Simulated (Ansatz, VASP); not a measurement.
**One calculation of Hf3Br2, two programs**

```xyz
5
Lattice="3.7653 -3.8208 0.0000 3.7653 3.8208 0.0000 0.0000 0.0000 5.2214" Properties=species:S:1:pos:R:3 pbc="T T T"
Hf    1.8826    1.9104    0.0000
Hf    1.8826   -1.9104    0.0000
Hf    0.0000    0.0000    0.0000
Br    0.0000    0.0000    2.6107
Br    3.7653    0.0000    2.6107
```

Alike in both runs: functional PBE; k mesh 4 × 4 × 4; occupations gaussian, width 0.1 eV; no spin polarisation.

Ansatz relaxed the structure, and its values are those at the end. VASP's run is a single point on that final structure, the one shown.

|  | VASP | Ansatz |
| --- | --- | --- |
| version | VASP 6.6.1 | Ansatz 0.2.0 |
| potentials or method | VASP PAW PBE potentials, release 64 (Hf_pv, Br), cutoff 520 eV | scalar-relativistic, plane waves, PAW |
| valence electrons in the cell | 44 | 92 |

|  | VASP | Ansatz | Ansatz less VASP |
| --- | --- | --- | --- |
| gap on the k mesh at the Fermi level (eV) | none | none | - |
| pressure (GPa) | -0.1 | 0.1 | +0.23 |

A gap of «none» marks a metal or a gap that the smearing closes. With one functional, cell and mesh, what is left measures potentials, basis and numerics. VASP's potentials hold 44 valence electrons a cell and Ansatz's 92, so a difference there can come from the potentials and not from the codes.

Neither program's run includes spin-orbit coupling.
